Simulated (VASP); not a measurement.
CdF2: single point with PBE

The system is CdF2.

```xyz
3
Lattice="-0.2010 2.7403 2.8134 2.7403 -0.2010 2.8134 2.5393 2.5393 0.0000" Properties=species:S:1:pos:R:3 pbc="T T T"
Cd    0.0000    0.0000    0.0000
F     1.2696    1.2696    1.4067
F     3.8089    3.8089    4.2202
```

This cell differs from its parent crystal: engineering shear strain xy -0.1467, normal strain along z +0.0267.

* Program: VASP 6.6.1
* Task: single point
* Functional: PBE
* Potentials or basis: VASP PAW PBE potentials, release 64 (Cd, F)
* Cutoff: 520 eV
* k mesh: 8 × 8 × 8
* Occupations: gaussian, width 0.05 eV
* Spin: no spin polarisation
* Dipole correction: no
* Further INCAR settings: ALGO = Normal; EDIFF = 1e-06; NBANDS = 20

- Pressure: 0.4 GPa
- Largest force: 0.172 eV/Å
- Band gap on the k mesh: 2.77 eV (least direct gap 3.18 eV)

Forces on the atoms (eV/Å):
```
Cd   0.000  0.000  0.000
F    0.000  0.000  0.172
F    0.000  0.000 -0.172
```

Stress tensor (GPa, compression positive):
```
 1.32  2.91  0.00
 2.91  1.32  0.00
 0.00  0.00 -1.44
```

Levels at points of the mesh, in eV from the valence-band top:
```
           k point  band 10  band 11  band 12  band 13  band 14  band 15  band 16  band 17
(0.00, 0.00, 0.00)    -0.99    -0.75    -0.68    -0.41     2.77    10.94    12.44    13.70
(0.50, 0.00, 0.00)    -1.72    -1.65    -0.57    -0.30     6.25     8.46    13.39    15.05
(0.50, 0.50, 0.00)    -2.50    -0.67    -0.32     0.00     7.34     9.24    11.71    12.34
(0.00, 0.00, 0.50)    -1.92    -1.65    -0.74    -0.58     6.91     9.12    12.86    14.03
(0.50, 0.00, 0.50)    -2.74    -0.54    -0.24    -0.22     7.41     9.06    11.70    13.23
```

Run time: 66 s on 1 thread of AMD EPYC 7R13 Processor (Zen 3), on a shared host, peak memory 0.18 GiB.

Caveat: the cell differs from its parent crystal (engineering shear strain xy -0.1467, normal strain along z +0.0267). A k mesh can miss the band edges.
